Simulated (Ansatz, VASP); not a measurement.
CsGe3 in VASP and in Ansatz

```xyz
4
Lattice="6.8492 0.0000 0.0000 -3.4246 5.9316 0.0000 0.0000 0.0000 2.8834" Properties=species:S:1:pos:R:3 pbc="T T T"
Cs    0.0000    0.0000    0.0000
Ge    3.4246    0.0000    0.0000
Ge   -1.7123    2.9658    0.0000
Ge    1.7123    2.9658    0.0000
```

Alike in both runs: functional PBE; k mesh 6 × 6 × 4; occupations gaussian, width 0.1 eV; no spin polarisation.

Ansatz relaxed the structure, and its values are those at the end. VASP's run is a single point on that final structure, the one shown.

```csv
,VASP,Ansatz
version,VASP 6.6.1,Ansatz 0.2.0
potentials or method,"VASP PAW PBE potentials, release 64 (Cs_sv, Ge_d), cutoff 520 eV","scalar-relativistic, plane waves, PAW"
valence electrons in the cell,51,51
```

```tsv
	VASP	Ansatz	Ansatz less VASP
gap on the k mesh at the Fermi level (eV)	none	none	-
pressure (GPa)	0.3	0.1	-0.20
```

A gap of «none» marks a metal or a gap that the smearing closes.

The k mesh is coarse, so the values compare programs but aren't converged. Spin-orbit coupling is off throughout.
